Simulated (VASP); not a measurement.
Set up this calculation in VASP 6.6.1, as the native input.

* Task: single point
* Functional: PBE
* Potentials or basis: VASP PAW PBE potentials, release 64 (Sr_sv, W_sv)
* Cutoff: 520 eV
* k mesh: 6 × 6 × 6
* Occupations: gaussian, width 0.1 eV
* Spin: no spin polarisation
* Dipole correction: no
* Further INCAR settings: ALGO = Normal; EDIFF = 1e-06; NBANDS = 34

The structure of SrW3 lies in POSCAR:

```
SrW3
1.0
   -1.9980526275      1.9980526275      4.7711327113
    1.9980526275     -1.9980526275      4.7711327113
    1.9980526275      1.9980526275     -4.7711327113
Sr W
1 3
Direct
    0.0000000000      0.0000000000      0.0000000000
    0.5000000000      0.5000000000      0.0000000000
    0.2500000000      0.7500000000      0.5000000000
    0.7500000000      0.2500000000      0.5000000000
```

One way to write it, as run:

INCAR

```
ALGO = Normal
EDIFF = 1E-6
ENCUT = 520
GGA = PE
ISIF = 2
ISMEAR = 0
LASPH = T
LCHARG = F
LREAL = F
LWAVE = F
NBANDS = 34
NELM = 80
PREC = Accurate
SIGMA = 0.1
```

KPOINTS

```
k-points
0
Gamma
  6 6 6
```

Potentials or basis: VASP PAW PBE potentials, release 64 (Sr_sv, W_sv).

Run with:

```sh
$ cat potpaw_PBE.64/Sr_sv/POTCAR potpaw_PBE.64/W_sv/POTCAR > POTCAR
$ mpirun -np 1 vasp_std > vasp.out
```

It gave:

The pressure is 0.6 GPa. The band gap on the k mesh is zero (bands 26 and 27 overlap by 0.77 eV).

Caveat: spin-orbit coupling is left out, which moves the levels of the heavy elements.

Wall time 3.1 min on 1 thread of Intel(R) Xeon(R) Platinum 8259CL CPU @ 2.50GHz (Skylake/Cascade Lake) (shared host), peak memory 0.29 GiB.
